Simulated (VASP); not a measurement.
Input of a VASP 6.6.1 run:

Contents of INCAR:

```
SYSTEM = Hf
  PREC = Accurate
  ENCUT = 500
  EDIFF = 1E-6
  ISMEAR = -1
  SIGMA = 0.01
  LREAL = .False.
  LASPH = .True.
  NELM = 120
  ALGO = Normal
  ISIF = 2
  LWAVE = .False.
  LCHARG = .False.
  GGA = CA
  NBANDS = 22
  GGA_COMPAT = .False.
```

Contents of KPOINTS:

```
Automatic mesh
0
Gamma
  7 7 9
  0 0 0
```

The input POSCAR:

```
Hf
1.0
    4.7410217464      0.0000000000      0.0000000000
   -2.3705108732      4.1058452723      0.0000000000
    0.0000000000      0.0000000000      2.9552397705
Hf
3
Direct
    0.6666666667      0.3333333333      0.5000000000
    0.3333333333      0.6666666667      0.5000000000
    0.0000000000      0.0000000000      0.0000000000
```

Potentials or basis: VASP PAW LDA potentials, release 64 (Hf_pv).

Command:

```bash
$ cat potpaw_LDA.64/Hf_pv/POTCAR > POTCAR
$ mpirun -np 1 vasp_std > vasp.out
```

(1) Estimate the pressure.

(2) Estimate the band gap on the k mesh.

Results:

(1) 10.1 GPa.

(2) zero (band 15 reaches 6.15 eV, above the bottom of band 16 at 5.24 eV).

Caveat: spin-orbit coupling is left out, which moves the levels of the heavy elements.
